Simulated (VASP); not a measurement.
BiIr (zincblende type):

```
CELL_PARAMETERS angstrom
0.00000 3.21951 3.21951
3.21951 0.00000 3.21951
3.21951 3.21951 0.00000
ATOMIC_POSITIONS crystal
Ir 0.00000 0.00000 0.00000
Bi 0.25000 0.25000 0.25000
```

```yaml
Program: VASP 6.6.1
Task: relaxation of cell and atoms
Functional: PBE
Potentials_or_basis: VASP PAW PBE potentials, release 64 (Ir, Bi_d)
Cutoff: 600 eV
k_mesh: 11 × 11 × 11
Occupations: fermi-dirac, width 0.03 eV
Spin: no spin polarisation
```

At the start: pressure -8.4 GPa; volume 33.37 Å³/atom.

Task: How do energy, volume and symmetry change on relaxing?

Result: Over 4 steps the energy falls by 137.0 meV/atom and the volume is 28.89 Å³/atom (-13.4 %); space group F-43m (No. 216, to 0.1 Å) before and after.

The path:
```tsv
step	energy change (eV)	largest force (eV/Å)	pressure (GPa)	volume (Å³)
1	0.0000	0.0000	-8.44	66.74
2	-0.0176	0.0000	14.03	51.16
3	-0.2739	0.0000	-0.23	57.95
4	-0.2741	0.0000	0.01	57.78
```

Final structure:
```yaml
crystal:
  lattice:
    - [0.00000, 3.06843, 3.06843]
    - [3.06843, 0.00000, 3.06843]
    - [3.06843, 3.06843, 0.00000]
  atoms:
    - { symbol: Ir, position: [0.00000, 0.00000, 0.00000] }
    - { symbol: Bi, position: [0.25000, 0.25000, 0.25000] }
```
